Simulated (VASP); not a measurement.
# Cd3SeS2 (I-4m2) in VASP: a series of runs

Cd3SeS2 is run at these levels: PBE; tasks: single point.

Everything below comes from runs of VASP 6.6.1. Logs are shortened: lines on timing, memory, paths and dates and some standing lists are left out, and cuts for length are marked.

## Step 1: The cell of the first run

Symmetry: I-4m2, No. 119, tetragonal system. The conventional cell has a = 4.255 Å, b = 4.255 Å, c = 18.031 Å, α = 90.00°, β = 90.00°, γ = 90.00°. Cd (site symmetry 2mm) has 2 S at 2.58 Å and 2 Se at 2.66 Å within 3.4 Å. Cd (site symmetry -4m2) has 4 S at 2.58 Å within 3.4 Å. Within 3.5 Å of Se (site symmetry -4m2) lie 4 Cd at 2.66 Å. Within 3.4 Å of S (site symmetry 2mm) lie 4 Cd at 2.58 Å.

## Step 2: Single point, PBE

File INCAR:

```
SYSTEM = Cd3SeS2
ALGO = Normal
EDIFF = 1E-6
ENCUT = 520
GGA = PE
ISIF = 2
ISMEAR = 0
LASPH = .TRUE.
LCHARG = .FALSE.
LREAL = .FALSE.
LWAVE = .FALSE.
NBANDS = 36
NELM = 80
PREC = Accurate
SIGMA = 0.1
```

File KPOINTS:

```
k-points
0
G
  6 6 6
  0 0 0
```

File POSCAR:

```
Cd3SeS2
1.0
   -2.1275830000      2.1275830000      9.0157309000
    2.1275830000     -2.1275830000      9.0157309000
    2.1275830000      2.1275830000     -9.0157309000
Cd Se S
3 1 2
Direct
    0.8388770000      0.8388770000      0.0000000000
    0.5000000000      0.5000000000      0.0000000000
    0.1611230000      0.1611230000      0.0000000000
    0.2500000000      0.7500000000      0.5000000000
    0.5804510000      0.0804510000      0.5000000000
    0.9195490000      0.4195490000      0.5000000000
```

Potentials or basis: VASP PAW PBE potentials, release 64 (Cd, Se, S).

Command:

```bash
> cat potpaw_PBE.64/Cd/POTCAR potpaw_PBE.64/Se/POTCAR potpaw_PBE.64/S/POTCAR > POTCAR
> mpirun -np 1 vasp_std > vasp.out
```

OUTCAR:

```text
SYSTEM = Cd3SeS2
   EDIFF = 1E-6
   ENCUT = 520
   GGA = PE
   ISIF = 2
   ISMEAR = 0
   LASPH = .TRUE.
   LREAL = .FALSE.
   NELM = 80
   PREC = Accurate

 ion  position               nearest neighbor table
   1  0.839  0.839  0.000-   6 2.58   6 2.58   4 2.66   4 2.66
   2  0.500  0.500  0.000-   6 2.58   5 2.58   5 2.58   6 2.58
   3  0.161  0.161  0.000-   5 2.58   5 2.58   4 2.66   4 2.66
   4  0.250  0.750  0.500-   1 2.66   3 2.66   1 2.66   3 2.66
   5  0.580  0.080  0.500-   2 2.58   2 2.58   3 2.58   3 2.58
   6  0.920  0.420  0.500-   2 2.58   2 2.58   1 2.58   1 2.58

  LATTYP: Found a body centered tetragonal cell.
 ALAT       =     4.2551660000
 C/A-ratio  =     4.2375460323

  Lattice vectors:

 A1 = (  -2.1275830000,   2.1275830000,   9.0157309000)
 A2 = (   2.1275830000,  -2.1275830000,   9.0157309000)
 A3 = (   2.1275830000,   2.1275830000,  -9.0157309000)

Analysis of symmetry for initial positions (statically):
=====================================================================
 Subroutine PRICEL returns:
 Original cell was already a primitive cell.

 Routine SETGRP: Setting up the symmetry group for a
 body centered tetragonal supercell.

 Subroutine GETGRP returns: Found  8 space group operations
 (whereof  8 operations were pure point group operations)
 out of a pool of 16 trial point group operations.

The static configuration has the point symmetry D_2d.

Analysis of symmetry for dynamics (positions and initial velocities):
=====================================================================
 Subroutine PRICEL returns:
 Original cell was already a primitive cell.

 Routine SETGRP: Setting up the symmetry group for a
 body centered tetragonal supercell.

 Subroutine GETGRP returns: Found  8 space group operations
 (whereof  8 operations were pure point group operations)
 out of a pool of 16 trial point group operations.

The dynamic configuration has the point symmetry D_2d.

 Subroutine INISYM returns: Found  8 space group operations
 (whereof  8 operations are pure point group operations),
 and found     1 'primitive' translations

----------------------------------------------------------------------------------------

                                     Primitive cell

  volume of cell :     163.2428

  direct lattice vectors                    reciprocal lattice vectors
    -2.127583000  2.127583000  9.015730900     0.000000000  0.235008458  0.055458621
     2.127583000 -2.127583000  9.015730900     0.235008458  0.000000000  0.055458621
     2.127583000  2.127583000 -9.015730900     0.235008458  0.235008458  0.000000000

  length of vectors
     9.504557986  9.504557986  9.504557986     0.241463525  0.241463525  0.332352149

  position of ions in fractional coordinates (direct lattice)
     0.838877000  0.838877000  0.000000000
     0.500000000  0.500000000  0.000000000
     0.161123000  0.161123000  0.000000000
     0.250000000  0.750000000  0.500000000
     0.580451000  0.080451000  0.500000000
     0.919549000  0.419549000  0.500000000

  ion indices of the primitive-cell ions
   primitive index   ion index
                 1           1
                 2           2
                 3           3
                 4           4
                 5           5
                 6           6

----------------------------------------------------------------------------------------

 KPOINTS: k-points

Automatic generation of k-mesh.
 Grid dimensions read from file:
 generate k-points for:    6    6    6

 Generating k-lattice:

  Cartesian coordinates                     Fractional coordinates (reciprocal lattice)
     0.000000000  0.039168076  0.009243103     0.166666667  0.000000000  0.000000000
     0.039168076  0.000000000  0.009243103     0.000000000  0.166666667  0.000000000
     0.039168076  0.039168076  0.000000000     0.000000000  0.000000000  0.166666667

  Length of vectors
     0.040243921  0.040243921  0.055392025

  Shift w.r.t. Gamma in fractional coordinates (k-lattice)
     0.000000000  0.000000000  0.000000000

 Subroutine IBZKPT returns following result:
 ===========================================

 Found     30 irreducible k-points:

 Following reciprocal coordinates:
            Coordinates               Weight
  0.000000  0.000000  0.000000      1.000000
  0.166667 -0.000000  0.000000      8.000000
  0.333333  0.000000 -0.000000      8.000000
  0.500000 -0.000000  0.000000      4.000000
  0.166667  0.166667  0.000000      8.000000
  0.333333  0.166667 -0.000000     16.000000
[... 16 lines left out ...]
 -0.333333 -0.333333  0.166667      8.000000
 -0.166667 -0.333333  0.166667      8.000000
 [... further k-points ...]
   k-points           NKPTS =     30   k-points in BZ     NKDIM =     30   number of bands    NBANDS=     36
   number of dos      NEDOS =    301   number of ions     NIONS =      6
   total plane-waves  NPLWV = 373248
   dimension x,y,z NGX =    72 NGY =   72 NGZ =   72
   dimension x,y,z NGXF=   144 NGYF=  144 NGZF=  144
   ions per type =               3   1   2
   NGX,Y,Z   is equivalent  to a cutoff of  12.59, 12.59, 12.59 a.u.
   NGXF,Y,Z  is equivalent  to a cutoff of  25.19, 25.19, 25.19 a.u.
 SYSTEM =  Cd3SeS2
   PREC   = accura    normal or accurate (medium, high low for compatibility)
   ISTART =      0    job   : 0-new  1-cont  2-samecut
   ICHARG =      2    charge: 1-file 2-atom 10-const
   ISPIN  =      1    spin polarized calculation?
   LNONCOLLINEAR =      F non collinear calculations
   LSORBIT =      F    spin-orbit coupling
   LASPH  =      T    aspherical Exc in radial PAW
   ENCUT  =  520.0 eV  38.22 Ry    6.18 a.u.  17.67 17.67 17.67*2*pi/ulx,y,z
   NELM   =     80;   NELMIN=  2; NELMDL= -5     # of ELM steps
   EDIFF  = 0.1E-05   stopping-criterion for ELM
   LREAL  =      F    real-space projection
   EDIFFG = 0.1E-04   stopping-criterion for IOM
   NSW    =      0    number of steps for IOM
   IBRION =     -1    ionic relax: 0-MD 1-quasi-New 2-CG
   NFREE  =      0    steps in history (QN), initial steepest desc. (CG)
   ISIF   =      2    stress and relaxation
   ISYM   =      2    0-nonsym 1-usesym 2-fastsym
   POTIM  = 0.5000    time-step for ionic-motion
   TEBEG  =    0.0;   TEEND  =   0.0 temperature during run
   PSTRESS=    0.0 pullay stress
   NELECT =      54.0000    total number of electrons
   NUPDOWN=      -1.0000    fix difference up-down
   EMIN   =  10.00;   EMAX   =-10.00  energy-range for DOS
   EFERMI =   0.00;   METHOD = LEGACY
   ISMEAR =     0;   SIGMA  =   0.10  broadening in eV -4-tet -1-fermi 0-gaus
   EFERMI_NEDOS =   21; number of points for ismear=-14 and -15
   IALGO  =     38    algorithm
   IMIX   =      4    mixing-type and parameters
     AMIX     =   0.40;   BMIX     =  1.00
     AMIX_MAG =   1.60;   BMIX_MAG =  1.00
  volume/ion in A,a.u.               =      27.21       183.60
  Fermi-wavevector in a.u.,A,eV,Ry     =   1.132213  2.139572 17.441391  1.281906
  Thomas-Fermi vector in A             =   2.268914
   LORBIT       =      0    0 simple, 1 ext, 2 COOP (PROOUT), +10 PAW based schemes
   GGA     = PE    functional components
   LHFCALC =     F    Hartree Fock is set to
   AEXX    =    0.0000 exact exchange contribution
   IVDW    =     0    specifies the selected vdW correction
   LEPSILON=     F    determine dielectric tensor
   LRPA    =     F    only Hartree local field effects (RPA)
 non-spin polarized calculation
 Gauss-broadening in eV      SIGMA  =   0.10
  energy-cutoff  :      520.00
  volume of cell :      163.24
 maximum number of plane-waves:      4435
   NGX = 35   NGY = 35   NGZ = 35

 number of electron      54.0000000 magnetization

 Free energy of the ion-electron system (eV)
  ---------------------------------------------------
  ext. energy  EPLUGINS =         0.00000000
  ---------------------------------------------------
  free energy    TOTEN  =       -17.76253909 eV

  energy without entropy =      -17.76253909  energy(sigma->0) =      -17.76253909

 E-fermi :   1.2257     XC(G=0):  -8.8330

 val. band max:        0.8248362120   @ k =   0.0000   0.0000   0.0000
 cond. band min:       1.6228721944   @ k =   0.0000   0.0000   0.0000
 fundamental gap:      0.7980359823
 Fermi energy:         1.2256980999

 k-point     1 :       0.0000    0.0000    0.0000
  band No.  band energies     occupation
      1     -11.3796      2.00000
      2     -11.0409      2.00000
      3     -10.9956      2.00000
      4      -6.8629      2.00000
      5      -6.8629      2.00000
      6      -6.8582      2.00000
[... 28 lines left out ...]
     35       7.1323      0.00000
     36       8.9500      0.00000

 k-point     2 :       0.1667   -0.0000    0.0000
  band No.  band energies     occupation
      1     -11.3141      2.00000
      2     -11.0426      2.00000
      3     -10.9685      2.00000
      4      -6.8447      2.00000
      5      -6.8304      2.00000
      6      -6.8048      2.00000
[... 28 lines left out ...]
     35       7.4378      0.00000
     36       7.9872      0.00000

 k-point     3 :       0.3333    0.0000   -0.0000
  band No.  band energies     occupation
      1     -11.1618      2.00000
      2     -11.0272      2.00000
      3     -10.9516      2.00000
      4      -6.8014      2.00000
      5      -6.7775      2.00000
      6      -6.7584      2.00000
[... 28 lines left out ...]
     35       7.6606      0.00000
     36       7.9457      0.00000

 k-point     4 :       0.5000   -0.0000    0.0000
  band No.  band energies     occupation
      1     -11.0442      2.00000
      2     -11.0021      2.00000
      3     -11.0006      2.00000
      4      -6.7743      2.00000
      5      -6.7629      2.00000
      6      -6.7540      2.00000
[... 28 lines left out ...]
     35       7.7414      0.00000
     36       7.7598      0.00000

 k-point     5 :       0.1667    0.1667    0.0000
  band No.  band energies     occupation
      1     -11.2485      2.00000
      2     -11.0487      2.00000
      3     -10.9381      2.00000
      4      -6.8098      2.00000
      5      -6.8026      2.00000
      6      -6.7600      2.00000
[... 655 lines left out ...]
 k-point    22 :      -0.1667    0.5000    0.1667
  band No.  band energies     occupation
      1     -11.1414      2.00000
      2     -11.0655      2.00000
      3     -10.9338      2.00000
      4      -6.7998      2.00000
      5      -6.7830      2.00000
      6      -6.7690      2.00000
[... 28 lines left out ...]
     35       7.6021      0.00000
     36       7.7826      0.00000

 k-point    23 :      -0.3333   -0.3333    0.1667
  band No.  band energies     occupation
      1     -11.2175      2.00000
      2     -11.1084      2.00000
      3     -10.9099      2.00000
      4      -6.8115      2.00000
      5      -6.7980      2.00000
      6      -6.7670      2.00000
[... 28 lines left out ...]
     35       7.6631      0.00000
     36       7.7631      0.00000

 k-point    24 :      -0.1667   -0.3333    0.1667
  band No.  band energies     occupation
      1     -11.2895      2.00000
      2     -11.1086      2.00000
      3     -10.9277      2.00000
      4      -6.8350      2.00000
      5      -6.8304      2.00000
      6      -6.7796      2.00000
[... 28 lines left out ...]
     35       7.4246      0.00000
     36       7.8521      0.00000

 [... further k-points ...]

------------------------ aborting loop because EDIFF is reached ----------------------------------------

  FORCE on cell =-STRESS in cart. coord.  units (eV):
  Direction    XX          YY          ZZ          XY          YZ          ZX
  --------------------------------------------------------------------------------------
  -------------------------------------------------------------------------------------
  Total        0.2963661      0.2963661      0.2907971      0.0000000     -0.0000000     -0.0000000
  in kB        2.9087413      2.9087413      2.8540836      0.0000000     -0.0000000     -0.0000000
  external PRESSURE =       2.8905221 kB  Pullay stress =       0.0000000 kB

 VOLUME and BASIS-vectors are now :
 -----------------------------------------------------------------------------
  energy-cutoff  :      520.00
  volume of cell :      163.24
      direct lattice vectors                 reciprocal lattice vectors
    -2.127583000  2.127583000  9.015730900     0.000000000  0.235008458  0.055458621
     2.127583000 -2.127583000  9.015730900     0.235008458  0.000000000  0.055458621
     2.127583000  2.127583000 -9.015730900     0.235008458  0.235008458  0.000000000

 POSITION                                       TOTAL-FORCE (eV/Angst)
 -----------------------------------------------------------------------------------
      0.00000      0.00000     15.12618        -0.000000      0.000000     -0.001532
      0.00000      0.00000      9.01573        -0.000000      0.000000     -0.000000
      0.00000      0.00000      2.90528        -0.000000      0.000000      0.001532
      2.12758     -0.00000      4.50787        -0.000000      0.000000     -0.000000
     -0.00000      2.12758      1.45065         0.000000     -0.000000      0.000907
      0.00000      2.12758      7.56508         0.000000     -0.000000     -0.000907
 -----------------------------------------------------------------------------------
    total drift:                                0.000001     -0.000001     -0.000000

  FREE ENERGIE OF THE ION-ELECTRON SYSTEM (eV)
  ---------------------------------------------------
  free  energy   TOTEN  =       -17.7625390914 eV

  energy  without entropy=      -17.7625390913  energy(sigma->0) =      -17.76253909
```

It took 9.7 min on 1 thread of Intel Xeon Platinum 8375C at 2.90GHz (Ice Lake), shared host; peak memory 0.8 GiB.

Results:

- Free energy: -17.7625 eV
- Pressure: 0.3 GPa
- Band gap on the k mesh: 0.80 eV, direct

Levels at points of the mesh, in eV from the valence-band top:
```
           k point  band 24  band 25  band 26  band 27  band 28  band 29  band 30  band 31
(0.00, 0.00, 0.00)    -1.24    -0.06     0.00     0.00     0.80     3.64     3.73     4.05
(0.50, 0.00, 0.00)    -0.92    -0.91    -0.73    -0.37     2.67     3.52     3.59     5.95
(0.50, 0.50, 0.00)    -2.01    -1.96    -1.73    -1.68     3.43     4.03     4.55     4.63
(0.50, 0.50, 0.50)    -0.71    -0.71    -0.33    -0.33     2.44     2.52     3.46     4.01
```

A k mesh can miss the band edges. As with any semilocal functional, this PBE gap is likely too small.

## Step 3: Single point, PBE

This run uses another cell than the first one: it holds 12 atoms, not 6.

File INCAR:

```
ALGO = Normal
EDIFF = 1E-6
ENCUT = 520
GGA = PE
ISIF = 2
ISMEAR = 0
LASPH = T
LCHARG = F
LREAL = F
LWAVE = F
NBANDS = 66
NELM = 60
PREC = Accurate
SIGMA = 0.1
```

File KPOINTS:

```
k-points
0
Gamma
  4 2 4
```

File POSCAR:

```
Cd3SeS2
1.0
    4.2551660000      0.0000000000      0.0000000000
    0.0000000000     -8.5103320000      0.0000000000
   -2.1275830000      2.1275830000     -9.0157309000
Cd Se S
6 2 4
Direct
    0.1611230000      0.5805615000      0.3222460000
    0.1611230000      0.0805615000      0.3222460000
    0.5000000000      0.7500000000      0.0000000000
    0.5000000000      0.2500000000      0.0000000000
    0.8388770000      0.9194385000      0.6777540000
    0.8388770000      0.4194385000      0.6777540000
    0.2500000000      0.8750000000      0.5000000000
    0.2500000000      0.3750000000      0.5000000000
    0.9195490000      0.7097745000      0.8390980000
    0.9195490000      0.2097745000      0.8390980000
    0.5804510000      0.5402255000      0.1609020000
    0.5804510000      0.0402255000      0.1609020000
```

Potentials or basis: VASP PAW PBE potentials, release 64 (Cd, Se, S).

Command:

```bash
> cat potpaw_PBE.64/Cd/POTCAR potpaw_PBE.64/Se/POTCAR potpaw_PBE.64/S/POTCAR > POTCAR
> mpirun -np 1 vasp_std > vasp.out
```

It took 5.4 min on 1 thread of Intel Xeon Platinum 8375C at 2.90GHz (Ice Lake), shared host; peak memory 0.49 GiB.

The run converged. Its results:

| Property | Result |
| --- | --- |
| Free energy | -35.4584 eV |
| Pressure | 0.3 GPa |
| Largest force | 0.004 eV/Å |
| Band gap on the k mesh | 0.79 eV |

Forces on the atoms (eV/Å):
```
Cd   0.000  0.000 -0.004
Cd   0.000  0.000 -0.004
Cd   0.000  0.000  0.000
Cd   0.000  0.000  0.000
Cd   0.000  0.000  0.004
Cd   0.000  0.000  0.004
Se   0.000  0.000  0.000
Se   0.000  0.000  0.000
S    0.000  0.000  0.000
S    0.000  0.000  0.000
S    0.000  0.000  0.000
S    0.000  0.000  0.000
```

Stress tensor (GPa, compression positive):
```
0.39 0.00 0.00
0.00 0.39 0.00
0.00 0.00 0.23
```

Levels at points of the mesh, in eV from the valence-band top:
```tsv
k point	band 51	band 52	band 53	band 54	band 55	band 56	band 57	band 58
(0.00, 0.00, 0.00)	-0.37	-0.06	0.00	0.00	0.79	2.66	3.51	3.59
(0.50, 0.00, 0.00)	-0.93	-0.92	-0.73	-0.37	2.66	3.42	3.51	3.59
(0.00, 0.50, 0.00)	-0.60	-0.60	-0.16	-0.16	2.40	2.40	3.49	3.49
(0.50, 0.50, 0.00)	-1.24	-1.24	-1.16	-1.16	3.84	3.84	3.97	3.97
(0.00, 0.00, 0.50)	-0.71	-0.37	-0.33	-0.33	2.44	2.52	2.66	3.45
(0.00, 0.50, 0.50)	-0.41	-0.41	-0.27	-0.27	2.45	2.45	2.87	2.87
```
